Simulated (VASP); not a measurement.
A run of VASP 6.6.1:

File INCAR:

```
PREC = Accurate ; ENCUT = 520
EDIFF = 1E-6 ; ISMEAR = 0
SIGMA = 0.15 ; LREAL = False
LASPH = True ; NELM = 60
ALGO = Normal ; ISIF = 2
LWAVE = False ; LCHARG = True
GGA = PS ; LELF = True
LVHAR = True ; NBANDS = 35
```

File KPOINTS:

```
regular mesh
0
Gamma
  18 18 4
```

POSCAR

```
Hf2S
1.0
    3.2963330598      0.0000000000      0.0000000000
   -1.6481665299      2.8547081692      0.0000000000
    0.0000000000      0.0000000000     11.6642358425
Hf S
4 2
Direct
    0.6666666667      0.3333333333      0.8986176343
    0.3333333333      0.6666666667      0.3986176343
    0.6666666667      0.3333333333      0.6013823657
    0.3333333333      0.6666666667      0.1013823657
    0.0000000000      0.0000000000      0.7500000000
    0.0000000000      0.0000000000      0.2500000000
```

Potentials or basis: VASP PAW PBE potentials, release 64 (Hf_pv, S).

Launch:

```bash
$ cat potpaw_PBE.64/Hf_pv/POTCAR potpaw_PBE.64/S/POTCAR > POTCAR
$ mpirun -np 1 vasp_std > vasp.out
```

Hardware: 1 thread of Intel(R) Xeon(R) 6975P-C (Granite Rapids), with other jobs on the host.

Problem. Estimate the wall time of this run.

Solution. Run time: 3.7 min on 1 thread of Intel(R) Xeon(R) 6975P-C (Granite Rapids) (shared host), peak memory 0.48 GiB. Counts: scf iterations 13, k points 111.
